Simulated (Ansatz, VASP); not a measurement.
## Ta3Cu in VASP and in Ansatz

```
CELL_PARAMETERS angstrom
-1.96555 1.96555 4.12226
1.96555 -1.96555 4.12226
1.96555 1.96555 -4.12226
ATOMIC_POSITIONS crystal
Ta 0.50000 0.50000 0.00000
Ta 0.25000 0.75000 0.50000
Ta 0.75000 0.25000 0.50000
Cu 0.00000 0.00000 0.00000
```

Alike in both runs: task single point; functional LDA; k mesh 9 × 9 × 9; occupations fermi-dirac, width 0.05 eV; no spin polarisation.

```csv
,VASP,Ansatz
version,VASP 6.6.1,Ansatz 0.2.0
potentials or method,"VASP PAW LDA potentials, release 64 (Ta_pv, Cu)",Ansatz PAW
plane-wave cutoff (eV),520,420
valence electrons in the cell,44,58
```

Ansatz gave:

| Property | Result |
| --- | --- |
| gap on the k mesh at the Fermi level (eV) | none |
| pressure (GPa) | 0.1 |
| traceless stress, the component that is largest in VASP (GPa) | -0.79 |

Question: Estimate VASP's values.

Answer: gap on the k mesh at the Fermi level (eV): none; pressure (GPa): 0.9; traceless stress, the component that is largest in VASP (GPa): -0.97.

LDA's correlation is that of Perdew and Zunger in VASP and of Perdew and Wang (1992) in Ansatz. A gap of «none» marks a metal or a gap that the smearing closes. VASP's potentials hold 44 valence electrons a cell and Ansatz's 58, so a difference there can come from the potentials and not from the codes.

Neither program's run includes spin-orbit coupling.
